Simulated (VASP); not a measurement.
# TaSi (WC type): relaxation of cell and atoms with PBE

The system is TaSi (WC type).

```
Ta Si
1.0
     3.43324    0.00000    0.00000
    -1.71662    2.97328    0.00000
     0.00000    0.00000    3.36458
Ta Si
1 1
Direct
  0.00000 0.00000 0.00000
  0.33333 0.66667 0.50000
```

| Property | Result |
| --- | --- |
| Program | VASP 6.6.1 |
| Task | relaxation of cell and atoms |
| Functional | PBE |
| Potentials or basis | VASP PAW PBE potentials, release 64 (Ta_pv, Si) |
| Cutoff | 600 eV |
| k mesh | 13 × 13 × 12 |
| Occupations | fermi-dirac, width 0.05 eV |
| Spin | no spin polarisation |
| Target pressure | -0.95 GPa |
| Dipole correction | no |
| Further INCAR settings | ALGO = Normal; EDIFF = 1e-06; IBRION = 2; EDIFFG = -0.005; NSW = 60; ISIF = 3 |

The relaxed volume is 16.19 Å³/atom, the relaxed cell is a = 3.053 Å, b = 3.053 Å, c = 4.012 Å, α = 90.00°, β = 90.00°, γ = 120.00° and the space group after relaxing (to 0.1 Å) is P-6m2 (No. 187). The energy change on relaxing (the run minimises the enthalpy) is -197.9 meV/atom and the ionic steps are 15. The pressure after relaxing is -1.0 GPa and the band gap on the k mesh is zero (an odd number of electrons rules out a gap without spin polarisation).

Step by step:
```
step  energy change (eV)  largest force (eV/Å)  pressure (GPa)  volume (Å³)
   1              0.0000                0.0000            0.70        34.35
   2             -0.0740                0.0000           -5.65        35.19
   3             -0.1091                0.0000          -11.27        36.01
   4             -0.1393                0.0000          -11.38        35.87
   5             -0.2243                0.0000          -11.39        35.39
   6             -0.3293                0.0000           -9.96        34.28
   7             -0.3395                0.0000           -9.26        33.96
   8             -0.3780                0.0000           -5.51        33.20
   9             -0.3950                0.0000           -1.45        32.47
  10             -0.3956                0.0000           -0.99        32.40
  11             -0.3954                0.0000           -1.17        32.43
  12             -0.3954                0.0000           -1.16        32.42
  13             -0.3955                0.0000           -1.13        32.41
  14             -0.3957                0.0000           -1.01        32.39
  15             -0.3957                0.0000           -0.96        32.38
```

Final structure:
```
Ta Si
1.0
     3.05275    0.00000    0.00000
    -1.52638    2.64376    0.00000
     0.00000    0.00000    4.01158
Ta Si
1 1
Cartesian
  0.0000 0.0000 0.0000
  0.0000 1.7625 2.0058
```

Levels at points of the mesh, in eV from the Fermi level:
| k point | band 5 | band 6 | band 7 | band 8 | band 9 | band 10 |
| --- | --- | --- | --- | --- | --- | --- |
| (0.00, 0.00, 0.00) | -3.90 | -1.71 | 0.02 | 0.02 | 2.73 | 2.73 |
| (0.00, 0.00, 0.50) | -7.54 | -0.38 | 0.37 | 0.37 | 1.59 | 1.59 |

Wall time 11 min on 1 thread of Intel Xeon 8259CL, with other jobs on the host, peak memory 0.24 GiB.

Caveat: the cell is relaxed towards a set pressure, so the run minimises the enthalpy, not the energy; a cell axis changed by over 15 % at a fixed basis, so the end point is rough; spin-orbit coupling is left out, which moves the levels of the heavy elements.
